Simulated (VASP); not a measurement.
Input of a VASP 6.6.1 run:

File POSCAR:

```
CsH
1.0
    3.2517600000      3.2517600000      0.0000000000
   -3.2517600000      3.2517600000      0.0000000000
    0.0000000000      0.0000000000      6.3550375792
Cs H
2 2
Direct
    0.0000000000      0.0000000000      0.0000000000
    0.5000000000      0.5000000000      0.5000000000
    0.5000000000      0.5000000000      0.0000000000
    0.0000000000      0.0000000000      0.5000000000
```

INCAR.step1

```
  PREC = Accurate
  ENCUT = 520
  ISMEAR = 0
  SIGMA = 0.02
  LREAL = F
  LASPH = T
  NELM = 100
  NBANDS = 18
  GGA = PE
  ALGO = Normal
  EDIFF = 1E-4
  LWAVE = T
  LCHARG = F
```

File INCAR.step2:

```
  PREC = Accurate
  ENCUT = 520
  EDIFF = 1E-6
  ISMEAR = 0
  SIGMA = 0.02
  LREAL = F
  LASPH = T
  NELM = 100
  ALGO = Normal
  ISIF = 2
  LWAVE = F
  LCHARG = F
  METAGGA = R2SCAN
  LMIXTAU = T
  NBANDS = 18
  ISTART = 1
```

KPOINTS

```
regular mesh
0
Gamma
  6 6 4
```

Potentials or basis: VASP PAW PBE potentials, release 64 (Cs_sv, H).

The run is started by

```bash
$ cat potpaw_PBE.64/Cs_sv/POTCAR potpaw_PBE.64/H/POTCAR > POTCAR
$ cp INCAR.step1 INCAR
$ mpirun -np 1 vasp_std > vasp.out
$ cp INCAR.step2 INCAR
$ mpirun -np 1 vasp_std > vasp.out
```

What does it give for the band gap on the k mesh?

2.70 eV.

Predict the pressure.

-0.3 GPa.

Stress tensor (GPa, compression positive):
```
-0.44  0.00  0.00
 0.00 -0.44  0.00
 0.00  0.00  0.03
```

Caveat: the PAW data sets were made with another functional, which shifts forces and pressure a little; spin-orbit coupling is left out, which moves the levels of the heavy elements. r2SCAN opens gaps a little over a GGA but as a rule still falls short of measured ones.
